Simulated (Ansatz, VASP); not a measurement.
# One calculation of Rh, two programs

The input INCAR:

```
SYSTEM = Rh
ALGO = Fast
EDIFF = 1E-6
ENCUT = 520
GGA = PE
ISIF = 2
ISMEAR = 0
LASPH = .TRUE.
LCHARG = .FALSE.
LREAL = .FALSE.
LWAVE = .FALSE.
NBANDS = 14
NELM = 100
PREC = Accurate
SIGMA = 0.15
```

The input KPOINTS:

```
k-points
0
G
  26 26 26
  0 0 0
```

The input POSCAR:

```
Rh
1.0
    0.0000000000      2.0107136825      1.9628395472
    2.0107136825      0.0000000000      1.9628395472
    2.0107136825      2.0107136825      0.0000000000
Rh
1
Direct
    0.0000000000      0.0000000000      0.0000000000
```

Input for Ansatz:

```yaml
crystal:
  lattice:
    - [0.0, 2.0107136825, 1.9628395472]
    - [2.0107136825, 0.0, 1.9628395472]
    - [2.0107136825, 2.0107136825, 0.0]
  atoms:
    - { symbol: Rh, position: [0.0, 0.0, 0.0] }
basis:
  ecutwfc: 420
kpoints:
  mp_grid: { grid: [26, 26, 26] }
hamiltonian:
  xc: pbe
scf:
  occupations: { method: gaussian, width: 0.15 }
output:
  forces: true
  stress: true
  eigenvalues: true
```

Change from the starting cell: strain +0.050 along x and y, +0.025 along z, atoms carried along.

Alike in both runs: task single point; functional PBE; k mesh 26 × 26 × 26; occupations gaussian, width 0.15 eV; no spin polarisation.

|  | VASP | Ansatz |
| --- | --- | --- |
| version | VASP 6.6.1 | Ansatz 0.2.0 |
| potentials or method | VASP PAW PBE potentials, release 64 (Rh_pv), cutoff 520 eV | scalar-relativistic, plane waves, PAW |
| valence electrons in the cell | 15 | 17 |

|  | VASP | Ansatz | Ansatz less VASP |
| --- | --- | --- | --- |
| gap on the k mesh at the Fermi level (eV) | none | none | - |
| pressure (GPa) | -22.6 | -22.6 | +0.01 |
| traceless stress, the component that is largest in VASP (GPa) | 2.48 | 2.49 | +0.006 |

A gap of «none» marks a metal or a gap that the smearing closes. VASP's potentials hold 15 valence electrons a cell and Ansatz's 17, so a difference there can come from the potentials and not from the codes.
